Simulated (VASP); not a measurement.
A run of VASP 6.6.1:

File POSCAR:

```
AlCu
1.0
    2.9975090000      0.0000000000      0.0000000000
    0.0000000000      2.9975090000      0.0000000000
    0.0000000000      0.0000000000      2.9975090000
Al Cu
1 1
Direct
    0.0000000000      0.0000000000      0.0000000000
    0.5000000000      0.5000000000      0.6459545242
```

Contents of INCAR.step1:

```
SYSTEM = AlCu
ALGO = Normal
EDIFF = 1E-4
ENCUT = 520
GGA = PE
ISMEAR = 0
LASPH = .TRUE.
LCHARG = .FALSE.
LREAL = .FALSE.
LWAVE = .TRUE.
NBANDS = 14
NELM = 60
PREC = Accurate
SIGMA = 0.15
```

The input INCAR.step2:

```
SYSTEM = AlCu
ALGO = Normal
EDIFF = 1E-7
ENCUT = 520
ISIF = 2
ISMEAR = 0
ISTART = 1
LASPH = .TRUE.
LCHARG = .FALSE.
LMIXTAU = .TRUE.
LREAL = .FALSE.
LWAVE = .FALSE.
METAGGA = R2SCAN
NBANDS = 14
NELM = 60
PREC = Accurate
SIGMA = 0.15
```

KPOINTS

```
k-points
0
G
  16 16 16
  0 0 0
```

Potentials or basis: VASP PAW PBE potentials, release 64 (Al, Cu).

The run is started by

```console
$ cat potpaw_PBE.64/Al/POTCAR potpaw_PBE.64/Cu/POTCAR > POTCAR
$ cp INCAR.step1 INCAR
$ mpirun -np 1 vasp_std > vasp.out
$ cp INCAR.step2 INCAR
$ mpirun -np 1 vasp_std > vasp.out
```

Hardware: 1 thread of AMD EPYC 9R45 96-Core Processor (Zen 5), with other jobs on the host.

Problem. Estimate the wall time of this run.

Solution. Run time: 3.5 min on 1 thread of AMD EPYC 9R45 96-Core Processor (Zen 5), on a shared host, peak memory 0.24 GiB. Counts: k points 405.
